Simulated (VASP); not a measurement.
Here is a VASP 6.6.1 calculation.

The input INCAR:

```
SYSTEM = Te
PREC = Accurate ; ENCUT = 600
EDIFF = 1E-6 ; ISMEAR = -1
SIGMA = 0.1 ; LREAL = .False.
LASPH = .True. ; NELM = 80
ALGO = Normal ; ISIF = 3
LWAVE = .False. ; LCHARG = .False.
GGA = RE ; IBRION = 2
NSW = 80 ; EDIFFG = -0.01
```

KPOINTS

```
Automatic mesh
0
Gamma
  10 10 10
  0 0 0
```

The input POSCAR:

```
Te
1.0
    3.1462212359      0.0000000000      0.0000000000
    0.0000000000      3.1462212359      0.0000000000
    0.0000000000      0.0000000000      3.1462212359
Te
1
Direct
    0.0000000000      0.0000000000      0.0000000000
```

Potentials or basis: VASP PAW PBE potentials, release 64 (Te).

Run with:

```console
$ cat potpaw_PBE.64/Te/POTCAR > POTCAR
$ mpirun -np 1 vasp_std > vasp.out
```

Question: Predict the relaxed cell.

Answer: a = 3.221 Å, b = 3.221 Å, c = 3.221 Å, α = 90.00°, β = 90.00°, γ = 90.00°.

Question: What does it give for the relaxed volume?

Answer: 33.40 Å³/atom.

Question: Predict the band gap on the k mesh.

Answer: Zero (band 3 reaches 8.70 eV, above the bottom of band 4 at 3.34 eV).

Question: Predict the space group after relaxing (to 0.05 Å).

Answer: Pm-3m (No. 221).

The path:
```csv
step,energy change (eV),largest force (eV/Å),pressure (GPa),volume (Å³)
1,0.0000,0.0000,3.84,31.14
2,-0.0192,0.0000,-1.53,34.64
3,-0.0253,0.0000,0.00,33.40
```

Caveat: the PAW data sets were made with another functional, which shifts forces and pressure a little; spin-orbit coupling is left out, which moves the levels of the heavy elements.
